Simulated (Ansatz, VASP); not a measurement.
**HfC in VASP and in Ansatz**

Contents of INCAR:

```
SYSTEM = HfC
  PREC = Accurate
  ENCUT = 520
  EDIFF = 1E-8
  ISMEAR = -1
  SIGMA = 0.05
  LREAL = .FALSE.
  LASPH = .TRUE.
  NELM = 100
  ALGO = Normal
  ISIF = 2
  LWAVE = .FALSE.
  LCHARG = .FALSE.
  GGA = PE
  LEFG = .TRUE.
  NBANDS = 14
```

The input KPOINTS:

```
Automatic mesh
0
G
  15 15 15
  0 0 0
```

POSCAR

```
HfC
1.0
   -0.0465000000      2.3017500000      2.3017500000
    2.3017500000     -0.0465000000      2.3017500000
    2.3017500000      2.3017500000     -0.0465000000
Hf C
1 1
Direct
    0.5000000000      0.5000000000      0.5000000000
    0.0000000000      0.0000000000      0.0000000000
```

Input for Ansatz:

```yaml
crystal:
  lattice:
    - [-0.0465, 2.30175, 2.30175]
    - [2.30175, -0.0465, 2.30175]
    - [2.30175, 2.30175, -0.0465]
  atoms:
    - { symbol: Hf, position: [0.5, 0.5, 0.5] }
    - { symbol: C, position: [0.0, 0.0, 0.0] }
kpoints:
  mp_grid: { grid: [15, 15, 15] }
scf:
  occupations: { method: fermi_dirac, width: 0.05 }
hamiltonian:
  xc: pbe
  pseudopotentials: { kind: paw }
output:
  forces: true
  stress: true
  eigenvalues: true
  efg: { contact_densities: true }
  write_density: true
  write_potential: true
  elf: true
  volumetric_format: npy
```

Change from the starting cell: equal xy, yz and zx shear strains of -2 %, PAW files.

Alike in both runs: task electric field gradients; functional PBE; k mesh 15 × 15 × 15; occupations fermi-dirac, width 0.05 eV; no spin polarisation.

```csv
,VASP,Ansatz
version,VASP 6.6.1,Ansatz 0.2.0
potentials or method,"VASP PAW PBE potentials, release 64 (Hf_pv, C)","PAW with Ansatz's default frozen-core files, scalar-relativistic"
plane-wave cutoff (eV),520,420
valence electrons in the cell,14,30
```

```csv
,VASP,Ansatz,Ansatz less VASP
pressure (GPa),-0.4,0.3,+0.65
"traceless stress, the component that is largest in VASP (GPa)",3.25,3.24,-0.006
size of Vzz on the site where it differs most (V/Å²),5.4,7.3,+1.96
```

VASP's potentials hold 14 valence electrons a cell and Ansatz's 30, so a difference there can come from the potentials and not from the codes.

Neither program's run includes spin-orbit coupling.
